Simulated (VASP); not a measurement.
A run of VASP 6.6.1 is set up as follows.

The input POSCAR:

```
Fe
1.0
   -1.4430000000      1.4430000000      1.4430000000
    1.4430000000     -1.4430000000      1.4430000000
    1.4430000000      1.4430000000     -1.4430000000
Fe
1
Direct
    0.0000000000      0.0000000000      0.0000000000
```

Contents of INCAR.step1:

```
SYSTEM = Fe
  PREC = Accurate
  ENCUT = 520
  ISMEAR = -1
  SIGMA = 0.05
  LREAL = .FALSE.
  LASPH = .TRUE.
  NELM = 150
  ISPIN = 2
  MAGMOM = 2.28
  NUPDOWN = 2.28
  LMAXMIX = 4
  NBANDS = 14
  GGA = PE
  ALGO = Normal
  EDIFF = 1E-4
  LWAVE = .TRUE.
  LCHARG = .FALSE.
```

INCAR.step2

```
SYSTEM = Fe
  PREC = Accurate
  ENCUT = 520
  EDIFF = 1E-6
  ISMEAR = -1
  SIGMA = 0.05
  LREAL = .FALSE.
  LASPH = .TRUE.
  NELM = 150
  ALGO = Normal
  ISIF = 2
  LWAVE = .FALSE.
  LCHARG = .FALSE.
  ISPIN = 2
  MAGMOM = 2.28
  LORBIT = 11
  NUPDOWN = 2.28
  LMAXMIX = 4
  METAGGA = R2SCAN
  LMIXTAU = .TRUE.
  NBANDS = 14
  ISTART = 1
```

KPOINTS

```
regular mesh
0
G
  14 14 14
  0 0 0
```

Potentials or basis: VASP PAW PBE potentials, release 64 (Fe).

Command:

```bash
$ cat potpaw_PBE.64/Fe/POTCAR > POTCAR
$ cp INCAR.step1 INCAR
$ mpirun -np 1 vasp_std > vasp.out
$ cp INCAR.step2 INCAR
$ mpirun -np 1 vasp_std > vasp.out
```

**Question.** What does it give for the pressure?

**Answer.** -13.4 GPa.

Caveat: the PAW data sets were made with another functional, which shifts forces and pressure a little; the total moment is fixed, so each spin has its own Fermi level.
